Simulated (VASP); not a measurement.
# Cu (Fm-3m) in VASP: elastic constants with PBE

Aim: the elastic constants of Cu with PBE.

Program: VASP 6.6.1. These are calculated values, not measurements. Logs are shortened: lines on timing, memory, paths and dates and some standing lists are left out, and cuts for length are marked.

## Step 1: The cell of the first run

Symmetry: Fm-3m, No. 225, cubic system. Conventional cell: a = 3.630 Å, b = 3.630 Å, c = 3.630 Å, α = 90.00°, β = 90.00°, γ = 90.00°. Within 3.4 Å of Cu (site symmetry m-3m) lie 12 Cu at 2.57 Å.

## Step 2: Elastic constants, PBE

Input file INCAR:

```
SYSTEM = Cu
PREC     = Accurate       ! precision mode
ENCUT    = 600            ! plane-wave cutoff, eV
EDIFF    = 1E-8           ! SCF threshold, eV
ISMEAR   = -1             ! smearing method
SIGMA    = 0.15           ! smearing width, eV
LREAL    = .False.        ! projectors in reciprocal space
LASPH    = .True.         ! aspherical terms in the spheres
NELM     = 60             ! most SCF steps
ALGO     = Fast           ! electronic algorithm
ISIF     = 3              ! what is computed and relaxed
LWAVE    = .False.        ! write WAVECAR
LCHARG   = .False.        ! write CHGCAR
GGA      = PE             ! functional
IBRION   = 6              ! ionic algorithm
NFREE    = 2            
POTIM    = 0.015          ! step
NSW      = 1              ! ionic steps
```

Input file KPOINTS:

```
regular mesh
0
Gamma
  20 20 20
  0 0 0
```

Input file POSCAR:

```
Cu
1.0
    0.0000000000      1.8151656787      1.8151656787
    1.8151656787      0.0000000000      1.8151656787
    1.8151656787      1.8151656787      0.0000000000
Cu
1
Direct
    0.0000000000      0.0000000000      0.0000000000
```

Potentials or basis: VASP PAW PBE potentials, release 64 (Cu).

Run with:

```sh
$ cat potpaw_PBE.64/Cu/POTCAR > POTCAR
$ mpirun -np 1 vasp_std > vasp.out
```

OUTCAR:

```text
SYSTEM = Cu
   PREC = Accurate
   ENCUT = 600
   EDIFF = 1E-8
   ISMEAR = -1
   LREAL = .False.
   LASPH = .True.
   NELM = 60
   ISIF = 3
   GGA = PE
   IBRION = 6
   NFREE = 2
   POTIM = 0.015
   NSW = 1

 ion  position               nearest neighbor table
   1  0.000  0.000  0.000-

  LATTYP: Found a face centered cubic cell.
 ALAT       =     3.6303313574

  Lattice vectors:

 A1 = (   0.0000000000,   1.8151656787,   1.8151656787)
 A2 = (   1.8151656787,   0.0000000000,   1.8151656787)
 A3 = (   1.8151656787,   1.8151656787,   0.0000000000)

Analysis of symmetry for initial positions (statically):
=====================================================================
 Subroutine PRICEL returns:
 Original cell was already a primitive cell.

 Routine SETGRP: Setting up the symmetry group for a
 face centered cubic supercell.

 Subroutine GETGRP returns: Found 48 space group operations
 (whereof 48 operations were pure point group operations)
 out of a pool of 48 trial point group operations.

The static configuration has the point symmetry O_h .

Analysis of symmetry for dynamics (positions and initial velocities):
=====================================================================
 Subroutine PRICEL returns:
 Original cell was already a primitive cell.

 Routine SETGRP: Setting up the symmetry group for a
 face centered cubic supercell.

 Subroutine GETGRP returns: Found 48 space group operations
 (whereof 48 operations were pure point group operations)
 out of a pool of 48 trial point group operations.

The dynamic configuration has the point symmetry O_h .

 Subroutine INISYM returns: Found 48 space group operations
 (whereof 48 operations are pure point group operations),
 and found     1 'primitive' translations

----------------------------------------------------------------------------------------

                                     Primitive cell

  volume of cell :      11.9613

  direct lattice vectors                    reciprocal lattice vectors
     0.000000000  1.815165679  1.815165679    -0.275456949  0.275456949  0.275456949
     1.815165679  0.000000000  1.815165679     0.275456949 -0.275456949  0.275456949
     1.815165679  1.815165679  0.000000000     0.275456949  0.275456949 -0.275456949

  length of vectors
     2.567031921  2.567031921  2.567031921     0.477105431  0.477105431  0.477105431

  position of ions in fractional coordinates (direct lattice)
     0.000000000  0.000000000  0.000000000

  ion indices of the primitive-cell ions
   primitive index   ion index
                 1           1

----------------------------------------------------------------------------------------

 KPOINTS: regular mesh

Automatic generation of k-mesh.
 Grid dimensions read from file:
 generate k-points for:   20   20   20

 Generating k-lattice:

  Cartesian coordinates                     Fractional coordinates (reciprocal lattice)
    -0.013772847  0.013772847  0.013772847     0.050000000  0.000000000  0.000000000
     0.013772847 -0.013772847  0.013772847     0.000000000  0.050000000  0.000000000
     0.013772847  0.013772847 -0.013772847     0.000000000  0.000000000  0.050000000

  Length of vectors
     0.023855272  0.023855272  0.023855272
[... 95 lines left out ...]

 number of electron      10.9999998 magnetization

 Free energy of the ion-electron system (eV)
  ---------------------------------------------------
  ext. energy  EPLUGINS =         0.00000000
  ---------------------------------------------------
  free energy    TOTEN  =        -3.73940490 eV

  energy without entropy =       -3.71758352  energy(sigma->0) =       -3.72849421

------------------------ aborting loop because EDIFF is reached ----------------------------------------

  FORCE on cell =-STRESS in cart. coord.  units (eV):
  Direction    XX          YY          ZZ          XY          YZ          ZX
  --------------------------------------------------------------------------------------
  -------------------------------------------------------------------------------------
  Total        0.0493920      0.0493920      0.0493920      0.0000000     -0.0000000      0.0000000
  in kB        6.6158906      6.6158906      6.6158906      0.0000000     -0.0000000      0.0000000
  external PRESSURE =       6.6158906 kB  Pullay stress =       0.0000000 kB
[... 86 lines left out ...]
  FREE ENERGIE OF THE ION-ELECTRON SYSTEM (eV)
  ---------------------------------------------------
  free  energy   TOTEN  =        -3.7372355623 eV

  energy  without entropy=       -3.7155628124  energy(sigma->0) =       -3.72639919

[... ionic steps 4 to 12 ...]

--------------------------------------- Ionic step       13  -------------------------------------------

 number of electron      10.9999998 magnetization

------------------------ aborting loop because EDIFF is reached ----------------------------------------
[... 65 lines left out ...]
--------------------------------------- Ionic step       15  -------------------------------------------

 number of electron      10.9999999 magnetization

 Free energy of the ion-electron system (eV)
  ---------------------------------------------------
  ext. energy  EPLUGINS =         0.00000000
  ---------------------------------------------------
  free energy    TOTEN  =        -3.73940543 eV

  energy without entropy =       -3.71758319  energy(sigma->0) =       -3.72849431

 E-fermi :   7.4401     XC(G=0): -12.6529

 val. band max:        7.3797069864   @ k =   0.5000   0.2500   0.1000
 cond. band min:       7.4455002466   @ k =   0.5000   0.3500   0.1500
 fundamental gap:      0.0657932603
 Fermi energy:         7.4400747961

 k-point     1 :       0.0000    0.0000    0.0000
  band No.  band energies     occupation
      1      -1.8261      2.00000
      2       4.4367      2.00000
      3       4.4367      2.00000
      4       4.4367      2.00000
      5       5.2423      2.00000
      6       5.2423      2.00000
      7      29.9213      0.00000
      8      32.4670      0.00000
      9      32.4693      0.00000
[... 265 lines left out ...]
 k-point    24 :      -0.3500    0.0500    0.0000
  band No.  band energies     occupation
      1       1.9603      2.00000
      2       4.4628      2.00000
      3       4.5018      2.00000
      4       4.6401      2.00000
      5       5.5519      1.99999
      6       5.8308      1.99996
      7      14.6338      0.00000
      8      27.0759      0.00000
      9      29.6949      0.00000

 [... further k-points ...]

------------------------ aborting loop because EDIFF is reached ----------------------------------------

  FORCE on cell =-STRESS in cart. coord.  units (eV):
  Direction    XX          YY          ZZ          XY          YZ          ZX
  --------------------------------------------------------------------------------------
  -------------------------------------------------------------------------------------
  Total        0.0412717      0.0412717      0.0412717      0.0000000     -0.0000000      0.0000000
  in kB        5.5282064      5.5282064      5.5282064      0.0000000     -0.0000000      0.0000000
  external PRESSURE =       5.5282064 kB  Pullay stress =       0.0000000 kB
[... 16 lines left out ...]
  FREE ENERGIE OF THE ION-ELECTRON SYSTEM (eV)
  ---------------------------------------------------
  free  energy   TOTEN  =        -3.7394054336 eV

  energy  without entropy=       -3.7175831935  energy(sigma->0) =       -3.72849431

 INTERNAL STRAIN TENSORS FROM STRAINED CELLS
 ============================================

 INTERNAL STRAIN TENSOR FOR ION    1 for displacements in x,y,z  (eV/Angst):
          X           Y           Z          XY          YZ          ZX
  --------------------------------------------------------------------------------
  x     0.00000     0.00000     0.00000    -0.00000     0.00000    -0.00000
  y     0.00000     0.00000     0.00000    -0.00000     0.00000     0.00000
  z    -0.00000     0.00000     0.00000     0.00000    -0.00000     0.00000

 INTERNAL STRAIN TENSORS FROM DISPLACED ATOMS
 ============================================

 INTERNAL STRAIN TENSOR FOR ION    1 for displacements in x,y,z  (eV/Angst):
          X           Y           Z          XY          YZ          ZX
  --------------------------------------------------------------------------------
  x     0.00000     0.00000     0.00000     0.00000     0.00000     0.00000
  y     0.00000     0.00000     0.00000     0.00000     0.00000     0.00000
  z     0.00000     0.00000     0.00000     0.00000     0.00000     0.00000

 Eigenvectors and eigenvalues of the dynamical matrix
 ----------------------------------------------------

   1 f  =    0.000000 THz     0.000000 2PiTHz    0.000000 cm-1     0.000000 meV
             X         Y         Z           dx          dy          dz
      0.000000  0.000000  0.000000     0.223144   -0.974786    0.000000

   2 f  =    0.000000 THz     0.000000 2PiTHz    0.000000 cm-1     0.000000 meV
             X         Y         Z           dx          dy          dz
      0.000000  0.000000  0.000000    -0.974786   -0.223144    0.000000

   3 f  =    0.000000 THz     0.000000 2PiTHz    0.000000 cm-1     0.000000 meV
             X         Y         Z           dx          dy          dz
      0.000000  0.000000  0.000000     0.000000    0.000000    1.000000

--------------------------------------------------------------------------------------------------------

 ELASTIC MODULI CONTR FROM IONIC RELAXATION (kBar)
 Direction    XX          YY          ZZ          XY          YZ          ZX
 --------------------------------------------------------------------------------
 XX           0.0000      0.0000      0.0000      0.0000      0.0000      0.0000
 YY           0.0000      0.0000      0.0000      0.0000      0.0000      0.0000
 ZZ           0.0000      0.0000      0.0000      0.0000      0.0000      0.0000
 XY           0.0000      0.0000      0.0000      0.0000      0.0000      0.0000
 YZ           0.0000      0.0000      0.0000      0.0000      0.0000      0.0000
 ZX           0.0000      0.0000      0.0000      0.0000      0.0000      0.0000
 --------------------------------------------------------------------------------

 TOTAL ELASTIC MODULI (kBar)
 Direction    XX          YY          ZZ          XY          YZ          ZX
 --------------------------------------------------------------------------------
 XX        1681.3407   1144.3813   1144.3813     -0.0000     -0.0000      0.0000
 YY        1144.3813   1681.3407   1144.3813      0.0000     -0.0000      0.0000
 ZZ        1144.3813   1144.3813   1681.3407     -0.0000      0.0000     -0.0000
 XY          -0.0000      0.0000     -0.0000    827.5224     -0.0000     -0.0000
 YZ          -0.0000     -0.0000      0.0000     -0.0000    827.5224     -0.0000
 ZX           0.0000      0.0000     -0.0000     -0.0000     -0.0000    827.5224
 --------------------------------------------------------------------------------
```

Run time: 29 min. Hardware: 1 thread of AMD EPYC 9R45 (Zen 5), shared host; peak memory 0.61 GiB.

What came out:

```
Elastic constants C11, C12, C44 : 168, 114, 83 GPa
Voigt bulk modulus              : 132 GPa
```

Elastic tensor in Voigt notation (GPa, in the Cartesian axes of the cell as first typed):
```
168 114 114   0   0   0
114 168 114   0   0   0
114 114 168   0   0   0
  0   0   0  83   0   0
  0   0   0   0  83   0
  0   0   0   0   0  83
```

Clamped-ion elastic tensor (GPa):
```
168 114 114   0   0   0
114 168 114   0   0   0
114 114 168   0   0   0
  0   0   0  83   0   0
  0   0   0   0  83   0
  0   0   0   0   0  83
```
